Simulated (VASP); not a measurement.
# BN (R3m) in VASP: further runs, part 2 of 3

VASP 6.6.1. The steps go on from the part before.

## Step 3: Single point, r2SCAN+D4

This run uses another cell than the first one, of 9.33 Å³/atom.

The input, POSCAR:

```
BN
1.0
    1.2594078176      0.7271188149      3.3952719622
   -1.2594078176      0.7271188149      3.3952719622
    0.0000000000     -1.4542386364      3.3952719622
B N
1 1
Direct
    0.9996710000      0.9996710000      0.9996710000
    0.3327620000      0.3327620000      0.3327620000
```

The input, INCAR.step1:

```
SYSTEM = BN
PREC     = Accurate       ! precision mode
ENCUT    = 520            ! plane-wave cutoff, eV
ISMEAR   = 0              ! smearing method
SIGMA    = 0.01           ! smearing width, eV
LREAL    = .FALSE.        ! projectors in reciprocal space
LASPH    = .TRUE.         ! aspherical terms in the spheres
NELM     = 100            ! most SCF steps
NBANDS   = 11             ! bands
GGA      = PE             ! functional
ALGO     = Normal         ! electronic algorithm
EDIFF    = 1E-4           ! SCF threshold, eV
LWAVE    = .TRUE.         ! write WAVECAR
LCHARG   = .FALSE.        ! write CHGCAR
```

The input, INCAR.step2:

```
SYSTEM = BN
PREC     = Accurate       ! precision mode
ENCUT    = 520            ! plane-wave cutoff, eV
EDIFF    = 1E-7           ! SCF threshold, eV
ISMEAR   = 0              ! smearing method
SIGMA    = 0.01           ! smearing width, eV
LREAL    = .FALSE.        ! projectors in reciprocal space
LASPH    = .TRUE.         ! aspherical terms in the spheres
NELM     = 100            ! most SCF steps
ALGO     = Normal         ! electronic algorithm
ISIF     = 2              ! what is computed and relaxed
LWAVE    = .FALSE.        ! write WAVECAR
LCHARG   = .FALSE.        ! write CHGCAR
METAGGA  = R2SCAN         ! meta-GGA
LMIXTAU  = .TRUE.       
IVDW     = 13             ! dispersion correction
VDW_S6   = 1.0          
VDW_S8   = 0.6018749    
VDW_A1   = 0.51559235   
VDW_A2   = 5.77342911   
NBANDS   = 11             ! bands
ISTART   = 1
```

The input, KPOINTS:

```
regular mesh
0
G
  10 10 10
  0 0 0
```

Potentials or basis: VASP PAW PBE potentials, release 64 (B, N).

Run with:

```console
$ cat potpaw_PBE.64/B/POTCAR potpaw_PBE.64/N/POTCAR > POTCAR
$ cp INCAR.step1 INCAR
$ mpirun -np 1 vasp_std > vasp.out
$ cp INCAR.step2 INCAR
$ mpirun -np 1 vasp_std > vasp.out
```

OUTCAR:

```text
SYSTEM = BN
   PREC = Accurate
   ENCUT = 520
   EDIFF = 1E-7
   ISMEAR = 0
   LREAL = .FALSE.
   LASPH = .TRUE.
   NELM = 100
   ISIF = 2
   METAGGA = R2SCAN
   IVDW = 13
   ISTART = 1

 ion  position               nearest neighbor table
   1  1.000  1.000  1.000-   2 1.45   2 1.45   2 1.45
   2  0.333  0.333  0.333-   1 1.45   1 1.45   1 1.45

  LATTYP: Found a trigonal (rhomboedric) cell.
 ALAT       =     3.6936000757
 COS(alpha) =     0.7674785490

  Lattice vectors:

 A1 = (   1.2594078176,   0.7271188149,   3.3952719622)
 A2 = (  -1.2594078176,   0.7271188149,   3.3952719622)
 A3 = (   0.0000000000,  -1.4542386364,   3.3952719622)

Analysis of symmetry for initial positions (statically):
=====================================================================
 Subroutine PRICEL returns:
 Original cell was already a primitive cell.

 Routine SETGRP: Setting up the symmetry group for a
 trigonal (rhombohedral) supercell.

 Subroutine GETGRP returns: Found  6 space group operations
 (whereof  6 operations were pure point group operations)
 out of a pool of 12 trial point group operations.

The static configuration has the point symmetry C_3v.

[... 173 lines left out ...]
      5       7.2347      0.00000
      6      14.0075      0.00000
      7      14.0075      0.00000
      8      15.9126      0.00000
      9      17.0193      0.00000
     10      28.8541      0.00000
     11      30.7624      0.00000
[... 309 lines left out ...]
 k-point    24 :       0.4000    0.3000   -0.0000
  band No.  band energies     occupation
      1     -14.5201      2.00000
      2      -5.5974      2.00000
      3      -2.5771      2.00000
      4      -0.3725      2.00000
      5       8.6908      0.00000
      6      12.6469      0.00000
      7      14.7599      0.00000
      8      19.8372      0.00000
      9      20.7016      0.00000
     10      23.3960      0.00000
     11      27.2303      0.00000

 [... further k-points ...]

------------------------ aborting loop because EDIFF is reached ----------------------------------------

  DFT-D4 for vdW energy calculation

  Edisp (eV):   -0.13356

  FORCE on cell =-STRESS in cart. coord.  units (eV):
  Direction    XX          YY          ZZ          XY          YZ          ZX
  --------------------------------------------------------------------------------------
  -------------------------------------------------------------------------------------
  Total      -0.91112    -0.91112    -0.12853     0.00000     0.00000     0.00000
  in kB     -78.25036   -78.25030   -11.03857     0.00000     0.00000     0.00000
  external pressure =      -55.85 kB  Pullay stress =        0.00 kB

 VOLUME and BASIS-vectors are now :
 -----------------------------------------------------------------------------
  energy-cutoff  :      520.00
  volume of cell :       18.66
      direct lattice vectors                 reciprocal lattice vectors
     1.259407818  0.727118815  3.395271962     0.397011987  0.229215070  0.098175761
    -1.259407818  0.727118815  3.395271962    -0.397011987  0.229215070  0.098175761
     0.000000000 -1.454238636  3.395271962     0.000000000 -0.458430139  0.098175694

 POSITION                                       TOTAL-FORCE (eV/Angst)
 -----------------------------------------------------------------------------------
      0.00000     -0.00000     10.18246         0.000000      0.000000     -0.009245
      0.00000     -0.00000      3.38945         0.000000     -0.000000      0.009245
 -----------------------------------------------------------------------------------
    total drift:                                0.000000      0.000022      0.000264

  FREE ENERGIE OF THE ION-ELECTRON SYSTEM (eV)
  ---------------------------------------------------
  free  energy   TOTEN  =       -19.4267615729 eV

  energy  without entropy=      -19.4267615729  energy(sigma->0) =      -19.42676157
```

OUTCAR.step1:

```text
SYSTEM = BN
   PREC = Accurate
   ENCUT = 520
   ISMEAR = 0
   LREAL = .FALSE.
   LASPH = .TRUE.
[... 558 lines left out ...]
      0.00000     -0.00000     10.18246         0.000000      0.000000     -0.004378
      0.00000     -0.00000      3.38945         0.000000     -0.000000      0.004378
 -----------------------------------------------------------------------------------
    total drift:                                0.000000      0.000022     -0.000010

  FREE ENERGIE OF THE ION-ELECTRON SYSTEM (eV)
  ---------------------------------------------------
  free  energy   TOTEN  =       -17.5841604459 eV

  energy  without entropy=      -17.5841604459  energy(sigma->0) =      -17.58416045
```

Run time: 3.8 min. Hardware: 1 thread of Intel Xeon 8259CL, shared host; peak memory 0.17 GiB.

Results:

```
Free energy                : -19.4268 eV
Pressure                   : -5.6 GPa
Largest force              : 0.009 eV/Å
Band gap on the k mesh     : 4.77 eV (least direct gap 5.55 eV)
Dispersion energy per atom : -0.067 eV
```

Forces on the atoms (eV/Å):
```
B    0.000  0.000 -0.009
N    0.000  0.000  0.009
```

Caveat: the cell stands under tension; the PAW data sets were made with another functional, which shifts forces and pressure a little. A k mesh can miss the band edges.

## Step 4: Single point, r2SCAN+D4

This run uses another cell than the first one, of 9.51 Å³/atom.

The input, POSCAR:

```
BN
1.0
    1.2675860196      0.7318404980      3.4173198006
   -1.2675860196      0.7318404980      3.4173198006
    0.0000000000     -1.4636820091      3.4173198006
B N
1 1
Direct
    0.9996710000      0.9996710000      0.9996710000
    0.3327620000      0.3327620000      0.3327620000
```

The input, INCAR.step1:

```
SYSTEM = BN
PREC = Accurate ; ENCUT = 520
ISMEAR = 0 ; SIGMA = 0.01
LREAL = .False. ; LASPH = .True.
NELM = 100 ; NBANDS = 11
GGA = PE ; ALGO = Normal
EDIFF = 1E-4 ; LWAVE = .True.
LCHARG = .False.
```

The input, INCAR.step2:

```
SYSTEM = BN
PREC = Accurate ; ENCUT = 520
EDIFF = 1E-7 ; ISMEAR = 0
SIGMA = 0.01 ; LREAL = .False.
LASPH = .True. ; NELM = 100
ALGO = Normal ; ISIF = 2
LWAVE = .False. ; LCHARG = .True.
METAGGA = R2SCAN ; LMIXTAU = .True.
IVDW = 13 ; VDW_S6 = 1.0
VDW_S8 = 0.6018749 ; VDW_A1 = 0.51559235
VDW_A2 = 5.77342911 ; LELF = .True.
LVHAR = .True. ; NBANDS = 11
ISTART = 1
```

The input, KPOINTS:

```
regular mesh
0
Gamma
  10 10 10
  0 0 0
```

Potentials or basis: VASP PAW PBE potentials, release 64 (B, N).

Run with:

```console
$ cat potpaw_PBE.64/B/POTCAR potpaw_PBE.64/N/POTCAR > POTCAR
$ cp INCAR.step1 INCAR
$ mpirun -np 1 vasp_std > vasp.out
$ cp INCAR.step2 INCAR
$ mpirun -np 1 vasp_std > vasp.out
```

OUTCAR:

```text
SYSTEM = BN
   PREC = Accurate
   ENCUT = 520
   EDIFF = 1E-7
   ISMEAR = 0
   LREAL = .False.
   LASPH = .True.
   NELM = 100
   ISIF = 2
   METAGGA = R2SCAN
   IVDW = 13
   ISTART = 1

 ion  position               nearest neighbor table
   1  1.000  1.000  1.000-   2 1.46   2 1.46   2 1.46
   2  0.333  0.333  0.333-   1 1.46   1 1.46   1 1.46

  LATTYP: Found a trigonal (rhomboedric) cell.
 ALAT       =     3.7175851639
 COS(alpha) =     0.7674785490

  Lattice vectors:

 A1 = (   1.2675860196,   0.7318404980,   3.4173198006)
 A2 = (  -1.2675860196,   0.7318404980,   3.4173198006)
 A3 = (   0.0000000000,  -1.4636820091,   3.4173198006)

Analysis of symmetry for initial positions (statically):
=====================================================================
 Subroutine PRICEL returns:
 Original cell was already a primitive cell.

 Routine SETGRP: Setting up the symmetry group for a
 trigonal (rhombohedral) supercell.

 Subroutine GETGRP returns: Found  6 space group operations
 (whereof  6 operations were pure point group operations)
 out of a pool of 12 trial point group operations.

The static configuration has the point symmetry C_3v.

[... 173 lines left out ...]
      5       7.0620      0.00000
      6      13.7148      0.00000
      7      13.7148      0.00000
      8      15.5336      0.00000
      9      16.5152      0.00000
     10      28.3801      0.00000
     11      30.2865      0.00000
[... 309 lines left out ...]
 k-point    24 :       0.4000    0.3000    0.0000
  band No.  band energies     occupation
      1     -14.5702      2.00000
      2      -5.6796      2.00000
      3      -2.6773      2.00000
      4      -0.4578      2.00000
      5       8.4859      0.00000
      6      12.3416      0.00000
      7      14.4818      0.00000
      8      19.4198      0.00000
      9      20.3586      0.00000
     10      22.9254      0.00000
     11      26.8231      0.00000

 [... further k-points ...]

------------------------ aborting loop because EDIFF is reached ----------------------------------------

  DFT-D4 for vdW energy calculation

  Edisp (eV):   -0.13139

  FORCE on cell =-STRESS in cart. coord.  units (eV):
  Direction    XX          YY          ZZ          XY          YZ          ZX
  --------------------------------------------------------------------------------------
  -------------------------------------------------------------------------------------
  Total      -1.68169    -1.68169    -0.14381     0.00000     0.00000     0.00000
  in kB    -141.65279  -141.65267   -12.11345     0.00000     0.00000     0.00000
  external pressure =      -98.47 kB  Pullay stress =        0.00 kB

 VOLUME and BASIS-vectors are now :
 -----------------------------------------------------------------------------
  energy-cutoff  :      520.00
  volume of cell :       19.02
      direct lattice vectors                 reciprocal lattice vectors
     1.267586020  0.731840498  3.417319801     0.394450548  0.227736222  0.097542352
    -1.267586020  0.731840498  3.417319801    -0.394450548  0.227736222  0.097542352
     0.000000000 -1.463682009  3.417319801     0.000000000 -0.455472443  0.097542284

 POSITION                                       TOTAL-FORCE (eV/Angst)
 -----------------------------------------------------------------------------------
      0.00000     -0.00000     10.24859         0.000000      0.000000     -0.010396
      0.00000     -0.00000      3.41146         0.000000     -0.000000      0.010396
 -----------------------------------------------------------------------------------
    total drift:                                0.000000      0.000022      0.000323

  FREE ENERGIE OF THE ION-ELECTRON SYSTEM (eV)
  ---------------------------------------------------
  free  energy   TOTEN  =       -19.4095582388 eV

  energy  without entropy=      -19.4095582388  energy(sigma->0) =      -19.40955824
```

OSZICAR.step1:

```text
N       E                     dE             d eps       ncg     rms          rms(c)
DAV:   1     0.120889404278E+02    0.12089E+02   -0.46279E+03  2632   0.683E+02
DAV:   2    -0.184648978244E+02   -0.30554E+02   -0.29330E+02  3043   0.156E+02
DAV:   3    -0.192500591782E+02   -0.78516E+00   -0.78394E+00  3117   0.229E+01
DAV:   4    -0.192525909779E+02   -0.25318E-02   -0.25317E-02  2815   0.144E+00
DAV:   5    -0.192526021624E+02   -0.11185E-04   -0.11184E-04  3169   0.848E-02    0.774E+00
DAV:   6    -0.177449390283E+02    0.15077E+01   -0.52423E+00  2899   0.126E+01    0.351E+00
DAV:   7    -0.176129409573E+02    0.13200E+00   -0.21012E-01  3026   0.352E+00    0.217E+00
DAV:   8    -0.175763398208E+02    0.36601E-01   -0.11182E-01  3094   0.203E+00    0.240E-01
DAV:   9    -0.175766362365E+02   -0.29642E-03   -0.28618E-03  2807   0.421E-01    0.134E-01
DAV:  10    -0.175770564098E+02   -0.42017E-03   -0.55342E-04  2864   0.170E-01    0.238E-02
DAV:  11    -0.175770835024E+02   -0.27093E-04   -0.56041E-05  2966   0.503E-02
   1 F= -.17577084E+02 E0= -.17577084E+02  d E =-.100167E-56
```

Run time: 3.6 min. Hardware: 1 thread of Intel Xeon 8259CL, shared host; peak memory 0.17 GiB.

What came out:

```
Free energy                : -19.4096 eV
Pressure                   : -9.8 GPa
Largest force              : 0.010 eV/Å
Band gap on the k mesh     : 4.75 eV (least direct gap 5.49 eV)
Dispersion energy per atom : -0.066 eV
```

Forces on the atoms (eV/Å):
```
B    0.000  0.000 -0.010
N    0.000  0.000  0.010
```

Stress tensor (GPa, compression positive):
```
-14.17   0.00   0.00
  0.00 -14.17   0.00
  0.00   0.00  -1.21
```

Caveat: the cell stands under tension; the PAW data sets were made with another functional, which shifts forces and pressure a little. A k mesh can miss the band edges.

[end of part 2 of 3]
